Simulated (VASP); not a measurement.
Set up this calculation in VASP 6.6.1, as the native input.

| Quantity | Value |
| --- | --- |
| Task | single point |
| Functional | PBE |
| Potentials or basis | VASP PAW PBE potentials, release 64 (Cu, Re) |
| Cutoff | 600 eV |
| k mesh | 6 × 6 × 6 |
| Occupations | gaussian, width 0.1 eV |
| Spin | no spin polarisation |
| Dipole correction | no |
| Further INCAR settings | ALGO = Normal; EDIFF = 1e-06; NBANDS = 20 |

The structure of CuRe2 lies in POSCAR:

```
CuRe2
1.0
    3.9802724129      0.0000000000      0.0000000000
   -1.9901362065      3.4470170236      0.0000000000
    0.0000000000      0.0000000000      2.7995811229
Cu Re
1 2
Direct
    0.0000000000      0.0000000000      0.0000000000
    0.3333333333      0.6666666667      0.5000000000
    0.6666666667      0.3333333333      0.5000000000
```

The input as run:

INCAR

```
SYSTEM = CuRe2
PREC = Accurate
ENCUT = 600
EDIFF = 1E-6
ISMEAR = 0
SIGMA = 0.1
LREAL = .FALSE.
LASPH = .TRUE.
NELM = 120
ALGO = Normal
ISIF = 2
LWAVE = .FALSE.
LCHARG = .FALSE.
GGA = PE
NBANDS = 20
GGA_COMPAT = .FALSE.
```

KPOINTS

```
Automatic mesh
0
G
  6 6 6
  0 0 0
```

Potentials or basis: VASP PAW PBE potentials, release 64 (Cu, Re).

The run is started by

```console
$ cat potpaw_PBE.64/Cu/POTCAR potpaw_PBE.64/Re/POTCAR > POTCAR
$ mpirun -np 1 vasp_std > vasp.out
```

It gave:

| Quantity | Value |
| --- | --- |
| Pressure | 60.8 GPa |

Caveat: the k points lie up to 0.37 Å⁻¹ apart.

Run time: 60 s on 1 thread of Intel Xeon 8259CL, with other jobs on the host, peak memory 0.18 GiB.
